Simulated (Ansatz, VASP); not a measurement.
**Two plane-wave programs on GaF**

POSCAR

```
GaF
1.0
    0.0000000000      2.8462400000      2.8462400000
    2.8462400000      0.0000000000      2.8462400000
    2.8462400000      2.8462400000      0.0000000000
Ga F
1 1
Direct
    0.2500000000      0.2500000000      0.2500000000
    0.0000000000      0.0000000000      0.0000000000
```

File INCAR.step1:

```
ALGO     = Normal         # electronic algorithm
EDIFF    = 1E-5           # SCF threshold, eV
ENCUT    = 520            # plane-wave cutoff, eV
GGA      = PE             # functional
ISIF     = 2              # what is computed and relaxed
ISMEAR   = -1             # smearing method
LASPH    = True           # aspherical terms in the spheres
LCHARG   = False          # write CHGCAR
LREAL    = False          # projectors in reciprocal space
LWAVE    = True           # write WAVECAR
NBANDS   = 17             # bands
NELM     = 100            # most SCF steps
PREC     = Accurate       # precision mode
SIGMA    = 0.05           # smearing width, eV
```

File INCAR.step2:

```
AEXX     = 0.5            # exact-exchange fraction
ALGO     = Normal         # electronic algorithm
EDIFF    = 1E-6           # SCF threshold, eV
ENCUT    = 520            # plane-wave cutoff, eV
ISIF     = 2              # what is computed and relaxed
ISMEAR   = -1             # smearing method
ISTART   = 1            
LASPH    = True           # aspherical terms in the spheres
LCHARG   = False          # write CHGCAR
LHFCALC  = True           # exact exchange
LMIXTAU  = True         
LREAL    = False          # projectors in reciprocal space
LWAVE    = False          # write WAVECAR
METAGGA  = R2SCAN         # meta-GGA
NBANDS   = 17             # bands
NELM     = 100            # most SCF steps
PREC     = Accurate       # precision mode
PRECFOCK = Normal       
SIGMA    = 0.05           # smearing width, eV
```

The input KPOINTS:

```
k-points
0
Gamma
  4 4 4
```

File input:

```
crystal:
  lattice:
    - [0.0, 2.84624, 2.84624]
    - [2.84624, 0.0, 2.84624]
    - [2.84624, 2.84624, 0.0]
  atoms:
    - { symbol: Ga, position: [0.25, 0.25, 0.25] }
    - { symbol: F, position: [0.0, 0.0, 0.0] }
hamiltonian:
  xc: r2scan50
  pseudopotentials: { kind: paw }
kpoints:
  mp_grid: { grid: [4, 4, 4] }
  band_path:
    path:
      - [[0.0, 0.0, 0.0], [0.5, 0.0, 0.5], [0.5, 0.25, 0.75], [0.375, 0.375, 0.75], [0.0, 0.0, 0.0], [0.5, 0.5, 0.5], [0.625, 0.25, 0.625], [0.5, 0.25, 0.75], [0.5, 0.5, 0.5], [0.375, 0.375, 0.75]]
      - [[0.625, 0.25, 0.625], [0.5, 0.0, 0.5]]
    npoints: 4
scf:
  occupations: { method: fermi_dirac, width: 0.05 }
  n_extra_bands: 6
output:
  forces: true
  stress: true
  eigenvalues: true
  fatbands: false
  write_density: true
  write_potential: true
  elf: true
  volumetric_format: npy
```

Alike in both runs: functional r2SCAN50; k mesh 4 × 4 × 4; occupations fermi-dirac, width 0.05 eV; no spin polarisation.

```csv
,VASP,Ansatz
version,VASP 6.6.1,Ansatz 0.2.0
potentials or method,"VASP PAW PBE potentials, release 64 (Ga_d, F)",Ansatz PAW
plane-wave cutoff (eV),520,500
valence electrons in the cell,20,20
task,single point,band structure
```

Ansatz gave:

- gap on the k mesh at the Fermi level (eV): 5.43
- least direct gap on the mesh (eV): 5.44
- pressure (GPa): -0.8

Problem. Estimate VASP's values.

Solution. gap on the k mesh at the Fermi level (eV): 5.49; least direct gap on the mesh (eV): 5.49; pressure (GPa): -0.9.

VASP's potentials were made for PBE, not for r2SCAN50.

The k mesh is coarse, so the values compare programs but aren't converged.
